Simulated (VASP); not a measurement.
Input of a VASP 6.6.1 run:

POSCAR

```
Cu
1.0
    0.0000000000      1.8075000000      1.8075000000
    1.8075000000      0.0000000000      1.8075000000
    1.8075000000      1.8075000000      0.0000000000
Cu
1
Direct
    0.0000000000      0.0000000000      0.0000000000
```

The input INCAR.step1:

```
SYSTEM = Cu
PREC = Accurate
ENCUT = 580
EDIFF = 1E-5
ISMEAR = -1
SIGMA = 0.05
LREAL = .False.
LASPH = .True.
NELM = 120
ALGO = Normal
ISIF = 2
LWAVE = .True.
LCHARG = .False.
NBANDS = 12
GGA = PE
GGA_COMPAT = .False.
```

File INCAR.step2:

```
SYSTEM = Cu
PREC = Accurate
ENCUT = 580
EDIFF = 1E-6
ISMEAR = -1
SIGMA = 0.05
LREAL = .False.
LASPH = .True.
NELM = 120
ALGO = Normal
ISIF = 2
LWAVE = .False.
LCHARG = .False.
METAGGA = R2SCAN
LHFCALC = .True.
AEXX = 0.5
LMIXTAU = .True.
PRECFOCK = Normal
NBANDS = 12
ISTART = 1
GGA_COMPAT = .False.
```

File KPOINTS:

```
regular mesh
0
Gamma
  7 7 7
  0 0 0
```

Potentials or basis: VASP PAW PBE potentials, release 64 (Cu).

Launch:

```console
$ cat potpaw_PBE.64/Cu/POTCAR > POTCAR
$ cp INCAR.step1 INCAR
$ mpirun -np 1 vasp_std > vasp.out
$ cp INCAR.step2 INCAR
$ mpirun -np 1 vasp_std > vasp.out
```

Q: What does it give for the band gap on the k mesh?

A: Zero (an odd number of electrons rules out a gap without spin polarisation).

Q: Predict the pressure.

A: 1.0 GPa.

Caveat: the k points lie up to 0.43 Å⁻¹ apart, too coarse for converged energies and pressures of a metal; the PAW data sets were made with another functional, which shifts forces and pressure a little.
